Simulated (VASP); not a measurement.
# SrO (Fm-3m) in VASP: a series of runs, part 2 of 2

VASP 6.6.1. Earlier steps stand in the parts before.

## Step 4: Electric field gradients, r2SCAN

Input file POSCAR:

```
SrO
1.0
    0.0000000000      2.5698000000      2.5698000000
    2.5698000000      0.0000000000      2.5698000000
    2.5698000000      2.5698000000      0.0000000000
Sr O
1 1
Direct
    0.0000000000      0.0000000000      0.0000000000
    0.5000000000      0.5000000000      0.5000000000
```

Input file INCAR.step1:

```
PREC = Accurate ; ENCUT = 580
ISMEAR = -1 ; SIGMA = 0.03
LREAL = F ; LASPH = T
NELM = 120 ; NBANDS = 15
GGA = PE ; ALGO = Normal
EDIFF = 1E-5 ; LWAVE = T
LCHARG = F ; GGA_COMPAT = F
```

Input file INCAR.step2:

```
PREC = Accurate ; ENCUT = 580
EDIFF = 1E-8 ; ISMEAR = -1
SIGMA = 0.03 ; LREAL = F
LASPH = T ; NELM = 120
ALGO = Normal ; ISIF = 2
LWAVE = F ; LCHARG = F
METAGGA = R2SCAN ; LMIXTAU = T
LEFG = T ; NBANDS = 15
ISTART = 1 ; GGA_COMPAT = F
```

Input file KPOINTS:

```
Automatic mesh
0
Gamma
  8 8 8
```

Potentials or basis: VASP PAW PBE potentials, release 64 (Sr_sv, O).

Launch:

```sh
> cat potpaw_PBE.64/Sr_sv/POTCAR potpaw_PBE.64/O/POTCAR > POTCAR
> cp INCAR.step1 INCAR
> mpirun -np 1 vasp_std > vasp.out
> cp INCAR.step2 INCAR
> mpirun -np 1 vasp_std > vasp.out
```

OUTCAR:

```text
PREC = Accurate
   ENCUT = 580
   EDIFF = 1E-8
   ISMEAR = -1
   LREAL = F
   LASPH = T
   NELM = 120
   ISIF = 2
   METAGGA = R2SCAN
   ISTART = 1

 ion  position               nearest neighbor table
   1  0.000  0.000  0.000-   2 2.57   2 2.57   2 2.57   2 2.57   2 2.57   2 2.57
   2  0.500  0.500  0.500-   1 2.57   1 2.57   1 2.57   1 2.57   1 2.57   1 2.57

  LATTYP: Found a face centered cubic cell.
 ALAT       =     5.1396000000

  Lattice vectors:

 A1 = (   0.0000000000,   2.5698000000,   2.5698000000)
 A2 = (   2.5698000000,   0.0000000000,   2.5698000000)
 A3 = (   2.5698000000,   2.5698000000,   0.0000000000)

Analysis of symmetry for initial positions (statically):
=====================================================================
 Subroutine PRICEL returns:
 Original cell was already a primitive cell.

 Routine SETGRP: Setting up the symmetry group for a
 face centered cubic supercell.

 Subroutine GETGRP returns: Found 48 space group operations
 (whereof 48 operations were pure point group operations)
 out of a pool of 48 trial point group operations.

The static configuration has the point symmetry O_h .

Analysis of symmetry for dynamics (positions and initial velocities):
=====================================================================
 Subroutine PRICEL returns:
 Original cell was already a primitive cell.

 Routine SETGRP: Setting up the symmetry group for a
 face centered cubic supercell.

 Subroutine GETGRP returns: Found 48 space group operations
 (whereof 48 operations were pure point group operations)
 out of a pool of 48 trial point group operations.

The dynamic configuration has the point symmetry O_h .

[... 575 lines left out ...]
      7       0.4894      2.00000
      8       0.5697      2.00000
      9       8.2687      0.00000
     10       8.6463      0.00000
     11      11.3777      0.00000
     12      11.4905      0.00000
     13      13.7180      0.00000
     14      15.0448      0.00000
     15      15.7623      0.00000

 [... further k-points ...]

------------------------ aborting loop because EDIFF is reached ----------------------------------------

  FORCE on cell =-STRESS in cart. coord.  units (eV):
  Direction    XX          YY          ZZ          XY          YZ          ZX
  --------------------------------------------------------------------------------------
  -------------------------------------------------------------------------------------
  Total        0.3460116      0.3460116      0.3460116     -0.0000000     -0.0000000      0.0000000
  in kB       16.3332727     16.3332727     16.3332727     -0.0000000     -0.0000000      0.0000000
  external PRESSURE =      16.3332727 kB  Pullay stress =       0.0000000 kB

 VOLUME and BASIS-vectors are now :
 -----------------------------------------------------------------------------
  energy-cutoff  :      580.00
  volume of cell :       33.94
      direct lattice vectors                 reciprocal lattice vectors
     0.000000000  2.569800000  2.569800000    -0.194567671  0.194567671  0.194567671
     2.569800000  0.000000000  2.569800000     0.194567671 -0.194567671  0.194567671
     2.569800000  2.569800000  0.000000000     0.194567671  0.194567671 -0.194567671

 POSITION                                       TOTAL-FORCE (eV/Angst)
 -----------------------------------------------------------------------------------
      0.00000      0.00000      0.00000         0.000000     -0.000000     -0.000000
      2.56980      2.56980      2.56980        -0.000000      0.000000      0.000000
 -----------------------------------------------------------------------------------
    total drift:                                0.000000      0.000000      0.000000

  FREE ENERGIE OF THE ION-ELECTRON SYSTEM (eV)
  ---------------------------------------------------
  free  energy   TOTEN  =       -27.0544861409 eV

  energy  without entropy=      -27.0544861408  energy(sigma->0) =      -27.05448614

 Electric field gradients (V/A^2)
---------------------------------------------------------------------
 ion       V_xx      V_yy      V_zz      V_xy      V_xz      V_yz
---------------------------------------------------------------------
   1      -0.000     0.000     0.000    -0.000    -0.000    -0.000
   2      -0.000     0.000     0.000    -0.001    -0.001    -0.001
---------------------------------------------------------------------

 Electric field gradients after diagonalization (V/A^2)
 (convention: |V_zz| > |V_xx| > |V_yy|)
----------------------------------------------------------------------
 ion       V_xx      V_yy      V_zz     asymmetry (V_yy - V_xx)/ V_zz
----------------------------------------------------------------------
   1       0.000     0.000    -0.000       0.000
   2       0.001     0.001    -0.002       0.000
----------------------------------------------------------------------

           NMR quadrupolar parameters

 Cq : quadrupolar parameter    Cq=e*Q*V_zz/h
 eta: asymmetry parameters     (V_yy - V_xx)/ V_zz
 Q  : nuclear electric quadrupole moment in mb (millibarn)
----------------------------------------------------------------------
 ion       Cq(MHz)       eta       Q (mb)
----------------------------------------------------------------------
   1      -0.000       0.000       1.000
   2      -0.000       0.000       1.000
----------------------------------------------------------------------
```

OUTCAR.step1:

```text
PREC = Accurate
   ENCUT = 580
   ISMEAR = -1
   LREAL = F
   LASPH = T
   NELM = 120
[... 651 lines left out ...]
 -----------------------------------------------------------------------------------
      0.00000      0.00000      0.00000         0.000000      0.000000      0.000000
      2.56980      2.56980      2.56980        -0.000000     -0.000000     -0.000000
 -----------------------------------------------------------------------------------
    total drift:                                0.000000      0.000000      0.000000

  FREE ENERGIE OF THE ION-ELECTRON SYSTEM (eV)
  ---------------------------------------------------
  free  energy   TOTEN  =       -12.0414484076 eV

  energy  without entropy=      -12.0414484075  energy(sigma->0) =      -12.04144841
```

Run time: 1.9 min. Hardware: 1 thread of Intel Xeon Platinum 8259CL at 2.50GHz (Skylake/Cascade Lake), shared host; peak memory 0.18 GiB.

What came out:

```yaml
Free_energy: -27.0545 eV
Pressure: 1.6 GPa
Band_gap_on_the_k_mesh: 3.74 eV, indirect (least direct gap 3.83 eV)
```

Levels at points of the mesh, in eV from the valence-band top:
```tsv
k point	band 6	band 7	band 8	band 9	band 10	band 11
(0.00, 0.00, 0.00)	0.00	0.00	0.00	4.67	6.78	6.78
(0.50, 0.00, 0.00)	-2.12	-1.13	-1.13	7.12	9.09	9.49
(0.50, 0.50, 0.00)	-0.43	-0.08	-0.08	3.74	8.53	10.93
```

Caveat: without QUAD_EFG the Cq values of the log hold for a quadrupole moment of 1 mb, not for the nuclei; the PAW data sets were made with another functional, which shifts forces and pressure a little. r2SCAN opens gaps a little over a GGA but as a rule still falls short of measured ones.

## Step 5: Electric field gradients, PBE, non-collinear spin, zero start, spin-orbit coupling

Input file INCAR:

```
PREC = Accurate
ENCUT = 520
EDIFF = 1E-8
ISMEAR = -1
SIGMA = 0.03
LREAL = False
LASPH = True
NELM = 200
ALGO = Normal
ISIF = 2
LWAVE = False
LCHARG = False
MAGMOM = 0 0 0 0 0 0
LORBIT = 11
LSORBIT = True
GGA_COMPAT = False
LORBMOM = True
GGA = PE
LEFG = True
NBANDS = 28
```

Input file KPOINTS:

```
regular mesh
0
Gamma
  8 8 8
```

POSCAR is that of step 4.

Potentials or basis: VASP PAW PBE potentials, release 64 (Sr_sv, O).

Launch:

```sh
> cat potpaw_PBE.64/Sr_sv/POTCAR potpaw_PBE.64/O/POTCAR > POTCAR
> mpirun -np 1 vasp_ncl > vasp.out
```

OUTCAR:

```text
PREC = Accurate
   ENCUT = 520
   EDIFF = 1E-8
   ISMEAR = -1
   LREAL = False
   LASPH = True
   NELM = 200
   ISIF = 2
   LORBIT = 11
   LSORBIT = True
   GGA = PE

 ion  position               nearest neighbor table
   1  0.000  0.000  0.000-   2 2.57   2 2.57   2 2.57   2 2.57   2 2.57   2 2.57
   2  0.500  0.500  0.500-   1 2.57   1 2.57   1 2.57   1 2.57   1 2.57   1 2.57

  LATTYP: Found a face centered cubic cell.
 ALAT       =     5.1396000000

  Lattice vectors:

 A1 = (   0.0000000000,   2.5698000000,   2.5698000000)
 A2 = (   2.5698000000,   0.0000000000,   2.5698000000)
 A3 = (   2.5698000000,   2.5698000000,   0.0000000000)

Analysis of symmetry for initial positions (statically):
=====================================================================
 Subroutine PRICEL returns:
 Original cell was already a primitive cell.

 Routine SETGRP: Setting up the symmetry group for a
 face centered cubic supercell.

 Subroutine GETGRP returns: Found 48 space group operations
 (whereof 48 operations were pure point group operations)
[... 1036 lines left out ...]
     0.0000000     0.0000000     0.0000000     0.0000000     0.0000000     0.0000000     0.0000000
     0.0000000     0.0000000     0.0000000     0.0000000     0.0000000     0.0000000     0.0000000
     0.0000000     0.0000000     0.0000000     0.0000000     0.0000000     0.0000000     0.0000000
     0.0000000     0.0000000     0.0000000     0.0000000     0.0000000     0.0000000     0.0000000
     0.0000000     0.0000000     0.0000000     0.0000000     0.0000000     0.0000000     0.0000000
     0.0000000     0.0000000     0.0000000     0.0000000     0.0000000     0.0000000     0.0000000

 Ion:    2  E_soc:     -0.0003167
 l=   1
     0.0000000    -0.0000528    -0.0000528
    -0.0000528     0.0000000    -0.0000528
    -0.0000528    -0.0000528     0.0000000
 l=   2
     0.0000000     0.0000000     0.0000000     0.0000000     0.0000000
     0.0000000     0.0000000     0.0000000     0.0000000     0.0000000
     0.0000000     0.0000000     0.0000000     0.0000000     0.0000000
     0.0000000     0.0000000     0.0000000     0.0000000     0.0000000
     0.0000000     0.0000000     0.0000000     0.0000000     0.0000000
 l=   3
     0.0000000     0.0000000     0.0000000     0.0000000     0.0000000     0.0000000     0.0000000
     0.0000000     0.0000000     0.0000000     0.0000000     0.0000000     0.0000000     0.0000000
     0.0000000     0.0000000     0.0000000     0.0000000     0.0000000     0.0000000     0.0000000
     0.0000000     0.0000000     0.0000000     0.0000000     0.0000000     0.0000000     0.0000000
     0.0000000     0.0000000     0.0000000     0.0000000     0.0000000     0.0000000     0.0000000
     0.0000000     0.0000000     0.0000000     0.0000000     0.0000000     0.0000000     0.0000000
     0.0000000     0.0000000     0.0000000     0.0000000     0.0000000     0.0000000     0.0000000

 total charge

# of ion       s       p       d       tot
------------------------------------------
    1        2.017   5.835   0.259   8.111
    2        1.552   3.424   0.000   4.976
--------------------------------------------------
tot          3.569   9.259   0.259  13.087

 magnetization (x)

# of ion       s       p       d       tot
------------------------------------------
    1        0.000  -0.000  -0.000  -0.000
    2        0.000  -0.000   0.000  -0.000
--------------------------------------------------
tot          0.000  -0.000  -0.000  -0.000

 magnetization (y)

# of ion       s       p       d       tot
------------------------------------------
    1        0.000   0.000   0.000   0.000
    2        0.000  -0.000   0.000  -0.000
--------------------------------------------------
tot          0.000  -0.000   0.000   0.000

 magnetization (z)

# of ion       s       p       d       tot
------------------------------------------
    1        0.000   0.000   0.000   0.000
    2        0.000   0.000   0.000   0.000
--------------------------------------------------
tot          0.000   0.000   0.000   0.000
```

OSZICAR:

```text
N       E                     dE             d eps       ncg     rms          rms(c)
DAV:   1     0.846325502843E+02    0.84633E+02   -0.82712E+03  1624   0.112E+03
DAV:   2    -0.906653871254E+01   -0.93699E+02   -0.87887E+02  2140   0.258E+02
DAV:   3    -0.141781725561E+02   -0.51116E+01   -0.50725E+01  2392   0.518E+01
DAV:   4    -0.143307597117E+02   -0.15259E+00   -0.15243E+00  2164   0.670E+00
DAV:   5    -0.143317330941E+02   -0.97338E-03   -0.97322E-03  2080   0.629E-01    0.220E+01
DAV:   6    -0.122399544217E+02    0.20918E+01   -0.70082E+00  1668   0.211E+01    0.234E+01
DAV:   7    -0.121348517895E+02    0.10510E+00   -0.55147E-01  1944   0.606E+00    0.139E+01
DAV:   8    -0.121259932704E+02    0.88585E-02   -0.13583E-01  1780   0.373E+00    0.189E+00
DAV:   9    -0.121262986874E+02   -0.30542E-03   -0.67263E-03  2432   0.623E-01    0.317E-01
DAV:  10    -0.121269043758E+02   -0.60569E-03   -0.70992E-04  1840   0.198E-01    0.159E-01
DAV:  11    -0.121274938710E+02   -0.58950E-03   -0.48893E-04  1688   0.175E-01    0.250E-02
DAV:  12    -0.121275029427E+02   -0.90716E-05   -0.20178E-05  2188   0.383E-02    0.150E-02
DAV:  13    -0.121275100691E+02   -0.71264E-05   -0.16890E-05  1724   0.358E-02    0.106E-02
DAV:  14    -0.121275099061E+02    0.16301E-06   -0.12457E-06  1880   0.119E-02    0.341E-03
DAV:  15    -0.121275099890E+02   -0.82937E-07   -0.14694E-07  1820   0.391E-03    0.193E-03
DAV:  16    -0.121275100066E+02   -0.17630E-07   -0.71076E-09  1704   0.676E-04    0.307E-04
DAV:  17    -0.121275100088E+02   -0.21585E-08   -0.73341E-10   960   0.227E-04
   1 F= -.12127510E+02 E0= -.12127510E+02  d E =-.136257E-10  mag=    -0.0000    -0.0000     0.0000
```

stdout:

```text
POSCAR found type information on POSCAR SrO
 POSCAR found :  2 types and       2 ions
 scaLAPACK will be used
 LDA part: xc-table for (Slater+PW92), standard interpolation
 POSCAR, INCAR and KPOINTS ok, starting setup
 FFT: planning ... GRIDC
 FFT: planning ... GRID_SOFT
 FFT: planning ... GRID
 WAVECAR not read
 entering main loop
ion   1

ion   2
```

Run time: 92 s. Hardware: 1 thread of Intel Xeon Platinum 8259CL at 2.50GHz (Skylake/Cascade Lake), shared host; peak memory 0.26 GiB.

Results:

| Quantity | Value |
| --- | --- |
| Free energy | -12.1275 eV |
| Pressure | 3.5 GPa |
| Net moment | 0.00 μB per cell |
| Valence electrons inside the program's atomic spheres | Sr 8.11; O 4.98 |

Moments on the atoms (μB; x, y, z):
```
Sr  0.00 0.00 0.00
O   0.00 0.00 0.00
```

Caveat: without QUAD_EFG the Cq values of the log hold for a quadrupole moment of 1 mb, not for the nuclei.

## Step 6: The runs side by side

```tsv
level	potentials or basis	spin	k mesh	cutoff (eV)	gap on the mesh (eV)	pressure (GPa)
PBE	VASP PAW PBE potentials, release 64 (Sr_sv, O)	off	11 × 11 × 11	520	3.30	3.5
LDA	VASP PAW LDA potentials, release 64 (Sr_sv, O)	off	8 × 8 × 8	520	3.10	-3.5
r2SCAN	VASP PAW PBE potentials, release 64 (Sr_sv, O)	off	8 × 8 × 8	580	3.74	1.6
PBE	VASP PAW PBE potentials, release 64 (Sr_sv, O)	non-collinear, zero start, SOC	8 × 8 × 8	520	-	3.5
```

Alike in all rows: task electric field gradients; cell as given; smearing fermi-dirac 0.03 eV.

Caveats: the PAW data sets were made with another functional, which shifts forces and pressure a little (some runs).

Absolute energies hang on the potentials; compare differences alone.
